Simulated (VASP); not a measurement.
Set up this calculation in VASP 6.6.1, as the native input.

```
Task                   : single point
Functional             : PBEsol
Potentials or basis    : VASP PAW PBE potentials, release 64 (Bi_d, Se)
Cutoff                 : 520 eV
k mesh                 : 6 × 6 × 6
Occupations            : fermi-dirac, width 0.03 eV
Spin                   : no spin polarisation
Dipole correction      : no
Further INCAR settings : ALGO = Normal; EDIFF = 1e-06; NBANDS = 32
```

The structure of Bi2Se3 lies in POSCAR:

```
Bi2Se3
1.0
    2.0435026311      1.1798167941      9.4163232398
   -2.0435026311      1.1798167941      9.4163232398
    0.0000000000     -2.3596335883      9.4163232398
Bi Se
2 3
Direct
    0.4008000000      0.4008000000      0.4008000000
    0.5992000000      0.5992000000      0.5992000000
    0.0000000000      0.0000000000      0.0000000000
    0.2117000000      0.2117000000      0.2117000000
    0.7883000000      0.7883000000      0.7883000000
```

These files were run (other wordings do the same):

INCAR

```
PREC = Accurate ; ENCUT = 520
EDIFF = 1E-6 ; ISMEAR = -1
SIGMA = 0.03 ; LREAL = False
LASPH = True ; NELM = 100
ALGO = Normal ; ISIF = 2
LWAVE = False ; LCHARG = True
GGA = PS ; LELF = True
LVHAR = True ; NBANDS = 32
```

KPOINTS

```
regular mesh
0
Gamma
  6 6 6
```

Potentials or basis: VASP PAW PBE potentials, release 64 (Bi_d, Se).

The run is started by

```console
$ cat potpaw_PBE.64/Bi_d/POTCAR potpaw_PBE.64/Se/POTCAR > POTCAR
$ mpirun -np 1 vasp_std > vasp.out
```

It gave:

```json
{
 "Pressure": "2.5 GPa",
 "Largest force": "0.433 eV/Å",
 "Band gap on the k mesh": "0.11 eV"
}
```

Caveat: the PAW data sets were made with another functional, which shifts forces and pressure a little; spin-orbit coupling is left out, which moves the levels of the heavy elements.

It took 7 min on 1 thread of AMD EPYC 9R45 96-Core Processor (Zen 5), on a shared host, peak memory 0.71 GiB.
